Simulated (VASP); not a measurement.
A run of VASP 6.6.1:

The input INCAR:

```
SYSTEM = Al8GaN8
PREC     = Accurate       ! precision mode
ENCUT    = 520            ! plane-wave cutoff, eV
EDIFF    = 1E-6           ! SCF threshold, eV
ISMEAR   = -1             ! smearing method
SIGMA    = 0.1            ! smearing width, eV
LREAL    = Auto         
LASPH    = .True.         ! aspherical terms in the spheres
NELM     = 100            ! most SCF steps
ALGO     = Normal         ! electronic algorithm
ISIF     = 2              ! what is computed and relaxed
LWAVE    = .False.        ! write WAVECAR
LCHARG   = .True.         ! write CHGCAR
GGA      = PE             ! functional
IVDW     = 12             ! dispersion correction
LELF     = .True.         ! ELF
LVHAR    = .True.       
NBANDS   = 52             ! bands
```

File KPOINTS:

```
regular mesh
0
Gamma
  2 3 3
  0 0 0
```

The input POSCAR:

```
Al8GaN8
1.0
   -3.1285880000     -5.4188740000      0.0000000000
    4.6928820000     -2.7094370000      0.0000000000
    0.0000000000      0.0000000000      5.0169550000
Al N Ga
8 8 1
Direct
    0.4912576152      0.6563861354      0.5063429909
    0.6728545649      0.4634859171      1.1408713054
    0.2432178473      0.1944068567      0.3011189058
    0.2640102835      0.7732091719      1.0025005207
    0.0098464820      0.6625151848      0.5268933048
   -0.0135133107      0.2755284319      0.8164514133
    0.7405267493      0.0767978188      0.4373768551
    0.7479797096      0.8361855984      0.9071438751
    0.5091306241      0.6084235574      0.8791787050
    0.4769703250      0.3481748817      0.4242015326
    0.2022013566      0.0984692856      0.9513340263
    0.2753326254      0.8334968464      0.3496543222
   -0.0077284123      0.6012980898      0.9250033138
    0.0213075015      0.3305990633      0.4613356109
    0.7633574684      0.1774029297      1.0219146873
    0.7682718998      0.7139975491      0.3538999254
    0.4342121246      0.1626017536      0.7430802150
```

Potentials or basis: VASP PAW PBE potentials, release 64 (Al, N, Ga_d).

The run is started by

```sh
$ cat potpaw_PBE.64/Al/POTCAR potpaw_PBE.64/N/POTCAR potpaw_PBE.64/Ga_d/POTCAR > POTCAR
$ mpirun -np 1 vasp_std > vasp.out
```

Hardware: 1 thread of Intel(R) Xeon(R) Platinum 8488C (Sapphire Rapids), on a shared host.

Question: Estimate the wall time of this run.

Answer: Wall time 2.1 min on 1 thread of Intel(R) Xeon(R) Platinum 8488C (Sapphire Rapids), with other jobs on the host, peak memory 0.29 GiB. Counts: scf iterations 15, k points 10.
